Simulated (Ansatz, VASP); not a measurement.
## RbSbS3 in VASP and in Ansatz

INCAR

```
SYSTEM = RbSbS3
PREC = Accurate
ENCUT = 600
EDIFF = 1E-6
ISMEAR = 0
SIGMA = 0.1
LREAL = .False.
LASPH = .True.
NELM = 80
ALGO = Normal
ISIF = 3
LWAVE = .False.
LCHARG = .False.
GGA = PE
IBRION = 2
NSW = 100
EDIFFG = -0.01
```

Contents of KPOINTS:

```
Automatic mesh
0
Gamma
  8 8 8
  0 0 0
```

File POSCAR:

```
RbSbS3
1.0
    5.3789615238      0.0000000000      0.0000000000
    0.0000000000      5.3789615238      0.0000000000
    0.0000000000      0.0000000000      5.3789615238
Rb Sb S
1 1 3
Direct
    0.5000000000      0.5000000000      0.5000000000
    0.0000000000      0.0000000000      0.0000000000
    0.0000000000      0.5000000000      0.5000000000
    0.5000000000      0.0000000000      0.5000000000
    0.5000000000      0.5000000000      0.0000000000
```

Input for Ansatz:

```yaml
crystal:
  lattice:
    - [5.3789615238, 0.0, 0.0]
    - [0.0, 5.3789615238, 0.0]
    - [0.0, 0.0, 5.3789615238]
  atoms:
    - { symbol: Rb, position: [0.5, 0.5, 0.5] }
    - { symbol: Sb, position: [0.0, 0.0, 0.0] }
    - { symbol: S, position: [0.0, 0.5, 0.5] }
    - { symbol: S, position: [0.5, 0.0, 0.5] }
    - { symbol: S, position: [0.5, 0.5, 0.0] }
basis:
  ecutwfc: 420
kpoints:
  mp_grid: { grid: [8, 8, 8] }
hamiltonian:
  xc: pbe
scf:
  occupations: { method: gaussian, width: 0.1 }
output:
  forces: true
  stress: true
  eigenvalues: true
  write_density: true
  write_potential: true
  elf: true
  volumetric_format: npy
relax:
  adjacent_minimum: "off"
  f_tol: 0.01
  max_steps: 80
  cell: { stress_tol: 0.05 }
```

Change from the starting cell: species swapped into the Mn3IrN type (Pm-3m, No. 221).

Alike in both runs: task relaxation of cell and atoms; functional PBE; k mesh 8 × 8 × 8; occupations gaussian, width 0.1 eV; no spin polarisation.

|  | VASP | Ansatz |
| --- | --- | --- |
| version | VASP 6.6.1 | Ansatz 0.2.0 |
| potentials or method | VASP PAW PBE potentials, release 64 (Rb_sv, Sb, S), cutoff 600 eV | scalar-relativistic, plane waves, PAW |
| valence electrons in the cell | 32 | 42 |

Ansatz gave:

| Quantity | Value |
| --- | --- |
| gap on the k mesh at the Fermi level, each at its own relaxed structure (eV) | none |
| relaxed volume (Å³/atom) | 30.52 |
| relaxed cell length with the largest relative difference (Å) | 5.344 |

Question: Which values does VASP return?

Answer: gap on the k mesh at the Fermi level, each at its own relaxed structure (eV): none; relaxed volume (Å³/atom): 30.71; relaxed cell length with the largest relative difference (Å): 5.355.

A gap of «none» marks a metal or a gap that the smearing closes. VASP's potentials hold 32 valence electrons a cell and Ansatz's 42, so a difference there can come from the potentials and not from the codes.

Spin-orbit coupling is off throughout.
